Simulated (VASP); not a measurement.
KI: single point with r2SCAN

The system is KI.

```
CELL_PARAMETERS angstrom
2.47140 -4.28014 0.00000
2.47140 4.28014 0.00000
0.00000 0.00000 8.59082
ATOMIC_POSITIONS crystal
K 0.50000 0.50000 0.50000
K 0.50000 0.50000 0.00000
I 0.83340 0.16660 0.25000
I 0.16660 0.83340 0.75000
```

This cell differs from its parent crystal: biaxial xy strain +0.9%.

```json
{
 "Program": "VASP 6.6.1",
 "Task": "single point",
 "Functional": "r2SCAN",
 "Potentials or basis": "VASP PAW PBE potentials, release 64 (K_sv, I)",
 "Cutoff": "550 eV",
 "k mesh": "6 × 6 × 4",
 "Occupations": "gaussian, width 0.01 eV",
 "Spin": "no spin polarisation"
}
```

```json
{
 "Pressure": "-0.2 GPa",
 "Band gap on the k mesh": "4.47 eV"
}
```

Levels at points of the mesh, in eV from the valence-band top:
```
           k point  band 13  band 14  band 15  band 16  band 17  band 18  band 19  band 20
(0.00, 0.00, 0.00)    -0.26    -0.17     0.00     0.00     4.47     6.04     6.25     7.28
(0.50, 0.00, 0.00)    -0.65    -0.56    -0.34    -0.34     5.59     6.32     6.38     7.67
(0.50, 0.50, 0.00)    -0.65    -0.56    -0.34    -0.34     5.59     6.32     6.38     7.67
(0.00, 0.00, 0.50)    -0.14    -0.14    -0.14    -0.14     5.54     5.54     6.89     6.89
(0.50, 0.00, 0.50)    -0.49    -0.49    -0.34    -0.34     6.17     6.17     6.21     6.21
(0.50, 0.50, 0.50)    -0.49    -0.49    -0.34    -0.34     6.17     6.17     6.21     6.21
```

It took 23 min on 1 thread of Oxide Virtual Turin-like Processor, on a shared host, peak memory 0.42 GiB.

Caveat: the cell differs from its parent crystal (biaxial xy strain +0.9%); the PAW data sets were made with another functional, which shifts forces and pressure a little; spin-orbit coupling is left out, which moves the levels of the heavy elements. A k mesh can miss the band edges.
